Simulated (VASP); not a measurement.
# ZnO (P6_3mc) in VASP: notebook, part 2 of 2

VASP 6.6.1. The steps go on from the part before.

## Step 3: Phonons, r2SCAN

This run uses another cell than the first one, of 11.32 Å³/atom.

Contents of INCAR:

```
ALGO = Normal ; EDIFF = 1E-8
ENCUT = 520 ; IBRION = 6
ISIF = 2 ; ISMEAR = 0
LASPH = True ; LCHARG = False
LMIXTAU = True ; LREAL = False
LWAVE = False ; METAGGA = R2SCAN
NBANDS = 26 ; NELM = 100
NFREE = 2 ; NSW = 1
POTIM = 0.015 ; PREC = Accurate
SIGMA = 0.01
```

Contents of KPOINTS:

```
k-points
0
Gamma
  8 8 4
```

Contents of POSCAR:

```
ZnO
1.0
    3.1903849622      0.0000000000      0.0000000000
   -1.5951924811      2.7629544251      0.0000000000
    0.0000000000      0.0000000000      5.1358318805
Zn O
2 2
Direct
    0.3333333333      0.6666666667      0.4996102197
    0.6666666667      0.3333333333     -0.0003897803
    0.6666666667      0.3333333333      0.3793997803
    0.3333333333      0.6666666667      0.8793997803
```

Potentials or basis: VASP PAW PBE potentials, release 64 (Zn, O).

Run with:

```sh
cat potpaw_PBE.64/Zn/POTCAR potpaw_PBE.64/O/POTCAR > POTCAR
mpirun -np 1 vasp_std > vasp.out
```

OUTCAR:

```text
EDIFF = 1E-8
   ENCUT = 520
   IBRION = 6
   ISIF = 2
   ISMEAR = 0
   LASPH = True
   LREAL = False
   METAGGA = R2SCAN
   NELM = 100
   NFREE = 2
   NSW = 1
   POTIM = 0.015
   PREC = Accurate

 ion  position               nearest neighbor table
   1  0.333  0.667  0.500-   3 1.94   3 1.94   3 1.94   4 1.95
   2  0.667  0.333  1.000-   4 1.94   4 1.94   4 1.94   3 1.95
   3  0.667  0.333  0.379-   1 1.94   1 1.94   1 1.94   2 1.95
   4  0.333  0.667  0.879-   2 1.94   2 1.94   2 1.94   1 1.95

  LATTYP: Found a hexagonal cell.
 ALAT       =     3.1903849622
 C/A-ratio  =     1.6097843807

  Lattice vectors:

 A1 = (   3.1903849622,   0.0000000000,   0.0000000000)
 A2 = (  -1.5951924811,   2.7629544251,   0.0000000000)
 A3 = (   0.0000000000,   0.0000000000,   5.1358318805)

Analysis of symmetry for initial positions (statically):
=====================================================================
 Subroutine PRICEL returns:
 Original cell was already a primitive cell.

 Routine SETGRP: Setting up the symmetry group for a
 hexagonal supercell.

 Subroutine GETGRP returns: Found 12 space group operations
 (whereof  6 operations were pure point group operations)
 out of a pool of 24 trial point group operations.

The static configuration has the point symmetry C_3v.
 The point group associated with its full space group is C_6v.

Analysis of symmetry for dynamics (positions and initial velocities):
=====================================================================
 Subroutine PRICEL returns:
 Original cell was already a primitive cell.

 Routine SETGRP: Setting up the symmetry group for a
 hexagonal supercell.

 Subroutine GETGRP returns: Found 12 space group operations
 (whereof  6 operations were pure point group operations)
 out of a pool of 24 trial point group operations.

The dynamic configuration has the point symmetry C_3v.
 The point group associated with its full space group is C_6v.

 Subroutine INISYM returns: Found 12 space group operations
 (whereof  6 operations are pure point group operations),
 and found     1 'primitive' translations

----------------------------------------------------------------------------------------

                                     Primitive cell

  volume of cell :      45.2718

  direct lattice vectors                    reciprocal lattice vectors
     3.190384962  0.000000000  0.000000000     0.313441798  0.180965707  0.000000000
    -1.595192481  2.762954425  0.000000000     0.000000000  0.361931413  0.000000000
     0.000000000  0.000000000  5.135831880     0.000000000  0.000000000  0.194710423

  length of vectors
     3.190384962  3.190384962  5.135831880     0.361931413  0.361931413  0.194710423

  position of ions in fractional coordinates (direct lattice)
     0.333333333  0.666666667  0.499610220
     0.666666667  0.333333333  0.999610220
     0.666666667  0.333333333  0.379399780
     0.333333333  0.666666667  0.879399780

  ion indices of the primitive-cell ions
   primitive index   ion index
[... 105 lines left out ...]
   LEPSILON=     F    determine dielectric tensor
   LRPA    =     F    only Hartree local field effects (RPA)
 finite differences with symmetry
 non-spin polarized calculation
 Gauss-broadening in eV      SIGMA  =   0.01
  energy-cutoff  :      520.00
  volume of cell :       45.27
 maximum number of plane-waves:      1235
 NGX is ok and might be reduce to    24
   NGX = 11   NGY = 11   NGZ = 19

--------------------------------------- Ionic step        1  -------------------------------------------

 number of electron      35.9999990 magnetization

 Free energy of the ion-electron system (eV)
  ---------------------------------------------------
  ext. energy  EPLUGINS =         0.00000000
  ---------------------------------------------------
  free energy    TOTEN  =       -36.26142297 eV

  energy without entropy =      -36.26142297  energy(sigma->0) =      -36.26142297

------------------------ aborting loop because EDIFF is reached ----------------------------------------

  FORCE on cell =-STRESS in cart. coord.  units (eV):
  Direction    XX          YY          ZZ          XY          YZ          ZX
  --------------------------------------------------------------------------------------
  -------------------------------------------------------------------------------------
  Total        2.3108214      2.3108214      2.3622513      0.0000000      0.0000000      0.0000000
  in kB       81.7804242     81.7804242     83.6005372      0.0000000      0.0000000      0.0000000
  external PRESSURE =      82.3871285 kB  Pullay stress =       0.0000000 kB
[... 291 lines left out ...]
--------------------------------------- Ionic step        9  -------------------------------------------

 number of electron      35.9999991 magnetization

 Free energy of the ion-electron system (eV)
  ---------------------------------------------------
  ext. energy  EPLUGINS =         0.00000000
  ---------------------------------------------------
  free energy    TOTEN  =       -36.25994337 eV

  energy without entropy =      -36.25994337  energy(sigma->0) =      -36.25994337

 E-fermi :   1.4129     XC(G=0): -11.9574

 val. band max:        1.3215888210   @ k =   0.0000   0.0000   0.0000
 cond. band min:       2.6232673219   @ k =   0.0000   0.0000   0.0000
 fundamental gap:      1.3016785009
 Fermi energy:         1.4129456099

 k-point     1 :       0.0000    0.0000    0.0000
  band No.  band energies     occupation
      1     -18.1895      2.00000
      2     -17.4251      2.00000
      3      -4.7987      2.00000
      4      -4.7583      2.00000
      5      -4.7583      2.00000
      6      -4.7124      2.00000
[... 685 lines left out ...]
     25      16.0988      0.00000
     26      16.2248      0.00000

 [... further k-points ...]
[... 5 lines left out ...]
  --------------------------------------------------------------------------------------
  -------------------------------------------------------------------------------------
  Total        2.2203810      2.2203810      2.5532036      0.0000000      0.0000000      0.0000000
  in kB       78.5797209     78.5797209     90.3583784      0.0000000      0.0000000      0.0000000
  external PRESSURE =      82.5059401 kB  Pullay stress =       0.0000000 kB
[... 19 lines left out ...]
  FREE ENERGIE OF THE ION-ELECTRON SYSTEM (eV)
  ---------------------------------------------------
  free  energy   TOTEN  =       -36.2599433738 eV

  energy  without entropy=      -36.2599433738  energy(sigma->0) =      -36.25994337

 INTERNAL STRAIN TENSORS FROM DISPLACED ATOMS
 ============================================

 INTERNAL STRAIN TENSOR FOR ION    1 for displacements in x,y,z  (eV/Angst):
          X           Y           Z          XY          YZ          ZX
  --------------------------------------------------------------------------------
  x     0.00000     0.00000    -0.00000   -10.36268    -0.00000    -6.09915
  y   -10.36268    10.36268     0.00000     0.00000    -6.09933     0.00000
  z    -6.13651    -6.13651    11.89158     0.00000     0.00000     0.00000

 INTERNAL STRAIN TENSOR FOR ION    4 for displacements in x,y,z  (eV/Angst):
          X           Y           Z          XY          YZ          ZX
  --------------------------------------------------------------------------------
  x     0.00000     0.00000     0.00000   -10.70663     0.00000     6.16831
  y   -10.70663    10.70663    -0.00000     0.00000     6.16850    -0.00000
  z     6.08822     6.08822   -12.15981     0.00000     0.00000     0.00000

 Eigenvectors and eigenvalues of the dynamical matrix
 ----------------------------------------------------

   1 f  =   17.487809 THz   109.879144 2PiTHz  583.330518 cm-1    72.323734 meV
             X         Y         Z           dx          dy          dz
     -0.000000  1.841970  2.565914     0.000000    0.000000   -0.110552
      1.595192  0.920985  5.133830    -0.000000   -0.000000    0.110552
      1.595192  0.920985  1.948533    -0.000000   -0.000000   -0.698411
     -0.000000  1.841970  4.516449     0.000000    0.000000    0.698411
[... 71 lines left out ...]
  12 f/i=    0.164489 THz     1.033514 2PiTHz    5.486760 cm-1     0.680271 meV
             X         Y         Z           dx          dy          dz
     -0.000000  1.841970  2.565914    -0.000000    0.000000    0.629669
      1.595192  0.920985  5.133830    -0.000000    0.000000    0.629669
      1.595192  0.920985  1.948533    -0.000000    0.000000    0.321740
     -0.000000  1.841970  4.516449    -0.000000    0.000000    0.321740

 ELASTIC MODULI CONTR FROM IONIC RELAXATION (kBar)
 Direction    XX          YY          ZZ          XY          YZ          ZX
 --------------------------------------------------------------------------------
 XX       -1076.4586    458.9551    607.3023      0.0000      0.0000     -0.0000
 YY         458.9551  -1076.4586    607.3023     -0.0000     -0.0000      0.0000
 ZZ         607.3023    607.3023  -1194.5395     -0.0000      0.0000      0.0000
 XY           0.0000     -0.0000     -0.0000   -767.7068     -0.0000      0.0000
 YZ           0.0000     -0.0000      0.0000     -0.0000   -284.4026     -0.0000
 ZX          -0.0000      0.0000      0.0000      0.0000     -0.0000   -284.3856
 --------------------------------------------------------------------------------
```

It took 13 min on 1 thread of Intel Xeon 6975P-C (Granite Rapids), shared host; peak memory 0.33 GiB.

What came out:

| Property | Result |
| --- | --- |
| Highest phonon frequency at Γ, LO-TO splitting left out | 583 cm⁻¹ |

Phonon frequencies in cm⁻¹ (negative: imaginary):
```
              q point                                 frequencies
(0.000, 0.000, 0.000)  -5 -3 -3 99 99 280 421 443 443 478 478 583
```

Caveat: the cell stands under pressure or tension, which shifts response properties; the PAW data sets were made with another functional, which shifts forces and pressure a little.

## Step 4: Phonons, r2SCAN

This run uses another cell than the first one, of 11.81 Å³/atom.

Contents of INCAR:

```
  PREC = Accurate
  ENCUT = 520
  EDIFF = 1E-8
  ISMEAR = 0
  SIGMA = 0.01
  LREAL = F
  LASPH = T
  NELM = 60
  ALGO = Normal
  ISIF = 2
  LWAVE = F
  LCHARG = F
  METAGGA = R2SCAN
  LMIXTAU = T
  IBRION = 6
  NFREE = 2
  POTIM = 0.015
  NSW = 1
```

Contents of KPOINTS:

```
regular mesh
0
Gamma
  8 8 4
```

Contents of POSCAR:

```
ZnO
1.0
    3.2351954566      0.0000000000      0.0000000000
   -1.6175977283      2.8017614516      0.0000000000
    0.0000000000      0.0000000000      5.2114259597
Zn O
2 2
Direct
    0.3333333333      0.6666666667      0.4996928418
    0.6666666667      0.3333333333     -0.0003071582
    0.6666666667      0.3333333333      0.3793171582
    0.3333333333      0.6666666667      0.8793171582
```

Potentials or basis: VASP PAW PBE potentials, release 64 (Zn, O).

Run with:

```sh
cat potpaw_PBE.64/Zn/POTCAR potpaw_PBE.64/O/POTCAR > POTCAR
mpirun -np 1 vasp_std > vasp.out
```

OUTCAR:

```text
PREC = Accurate
   ENCUT = 520
   EDIFF = 1E-8
   ISMEAR = 0
   LREAL = F
   LASPH = T
   NELM = 60
   ISIF = 2
   METAGGA = R2SCAN
   IBRION = 6
   NFREE = 2
   POTIM = 0.015
   NSW = 1

 ion  position               nearest neighbor table
   1  0.333  0.667  0.500-   3 1.97   3 1.97   3 1.97   4 1.98
   2  0.667  0.333  1.000-   4 1.97   4 1.97   4 1.97   3 1.98
   3  0.667  0.333  0.379-   1 1.97   1 1.97   1 1.97   2 1.98
   4  0.333  0.667  0.879-   2 1.97   2 1.97   2 1.97   1 1.98

  LATTYP: Found a hexagonal cell.
 ALAT       =     3.2351954566
 C/A-ratio  =     1.6108535109

  Lattice vectors:

 A1 = (   3.2351954566,   0.0000000000,   0.0000000000)
 A2 = (  -1.6175977283,   2.8017614516,   0.0000000000)
[... 1113 lines left out ...]
  in kB        7.4827289      7.4827289     16.0654924      0.0000000      0.0000000      0.0000000
  external PRESSURE =      10.3436501 kB  Pullay stress =       0.0000000 kB
[... 19 lines left out ...]
  FREE ENERGIE OF THE ION-ELECTRON SYSTEM (eV)
  ---------------------------------------------------
  free  energy   TOTEN  =       -36.3157614697 eV

  energy  without entropy=      -36.3157614697  energy(sigma->0) =      -36.31576147

 INTERNAL STRAIN TENSORS FROM DISPLACED ATOMS
 ============================================

 INTERNAL STRAIN TENSOR FOR ION    1 for displacements in x,y,z  (eV/Angst):
          X           Y           Z          XY          YZ          ZX
  --------------------------------------------------------------------------------
  x     0.00000     0.00000    -0.00000    -8.66640    -0.00000    -5.20516
  y    -8.66640     8.66640     0.00000     0.00000    -5.20670     0.00000
  z    -5.17232    -5.17232     9.12379     0.00000     0.00000     0.00000

 INTERNAL STRAIN TENSOR FOR ION    4 for displacements in x,y,z  (eV/Angst):
          X           Y           Z          XY          YZ          ZX
  --------------------------------------------------------------------------------
  x     0.00000     0.00000     0.00000    -8.67279     0.00000     4.83237
  y    -8.67279     8.67279     0.00000     0.00000     4.83390     0.00000
  z     4.76597     4.76597    -9.39749    -0.00000     0.00000     0.00000

 Eigenvectors and eigenvalues of the dynamical matrix
 ----------------------------------------------------

   1 f  =   16.528132 THz   103.849316 2PiTHz  551.319138 cm-1    68.354831 meV
             X         Y         Z           dx          dy          dz
     -0.000000  1.867841  2.604112     0.000000    0.000000   -0.081152
      1.617598  0.933920  5.209825    -0.000000   -0.000000    0.081152
      1.617598  0.933920  1.976783    -0.000000   -0.000000   -0.702435
     -0.000000  1.867841  4.582496     0.000000    0.000000    0.702435
[... 71 lines left out ...]
  12 f/i=    0.181996 THz     1.143516 2PiTHz    6.070742 cm-1     0.752676 meV
             X         Y         Z           dx          dy          dz
     -0.000000  1.867841  2.604112    -0.000000    0.000000    0.628775
      1.617598  0.933920  5.209825    -0.000000    0.000000    0.628775
      1.617598  0.933920  1.976783    -0.000000    0.000000    0.323483
     -0.000000  1.867841  4.582496    -0.000000    0.000000    0.323483

 ELASTIC MODULI CONTR FROM IONIC RELAXATION (kBar)
 Direction    XX          YY          ZZ          XY          YZ          ZX
 --------------------------------------------------------------------------------
 XX        -875.7966    407.1554    436.2155     -0.0000      0.0000     -0.0000
 YY         407.1554   -875.7966    436.2155      0.0000      0.0000      0.0000
 ZZ         436.2155    436.2155   -812.0667     -0.0000     -0.0000     -0.0000
 XY          -0.0000      0.0000     -0.0000   -641.4760     -0.0000      0.0000
 YZ           0.0000     -0.0000     -0.0000     -0.0000   -223.7287      0.0000
 ZX          -0.0000      0.0000     -0.0000      0.0000      0.0000   -223.5916
 --------------------------------------------------------------------------------
```

OSZICAR:

```text
N       E                     dE             d eps       ncg     rms          rms(c)
DAV:   1     0.266876412842E+03    0.26688E+03   -0.19517E+04  1328   0.244E+03
DAV:   2    -0.157621725542E+02   -0.28264E+03   -0.27245E+03  1422   0.451E+02
DAV:   3    -0.460266205981E+02   -0.30264E+02   -0.30052E+02  1548   0.157E+02
[... 146 lines left out ...]
DAV:   9    -0.363157613258E+02   -0.86636E-05   -0.50472E-06  1540   0.308E-02    0.167E-03
DAV:  10    -0.363157615848E+02   -0.25906E-06   -0.64808E-07  1834   0.806E-03    0.111E-03
DAV:  11    -0.363157614141E+02    0.17072E-06   -0.19051E-08  1096   0.278E-03    0.506E-04
DAV:  12    -0.363157614892E+02   -0.75092E-07   -0.32091E-08  1512   0.185E-03    0.187E-04
DAV:  13    -0.363157614773E+02    0.11853E-07   -0.50094E-09   842   0.105E-03    0.108E-04
DAV:  14    -0.363157614697E+02    0.76525E-08   -0.11736E-09   788   0.474E-04
   9 F= -.36315761E+02 E0= -.36315761E+02  d E =-.224363E-46
```

Wall time 20 min (1 thread of Intel Xeon Platinum 8375C at 2.90GHz (Ice Lake), shared host); peak memory 0.35 GiB.

What came out:

* Highest phonon frequency at Γ, LO-TO splitting left out: 551 cm⁻¹

Phonon frequencies in cm⁻¹ (negative: imaginary):
```csv
q point,frequencies
"(0.000, 0.000, 0.000)",-6 -2 -2 87 87 272 384 404 404 439 439 551
```

Caveat: the cell stands under pressure or tension, which shifts response properties; the PAW data sets were made with another functional, which shifts forces and pressure a little.
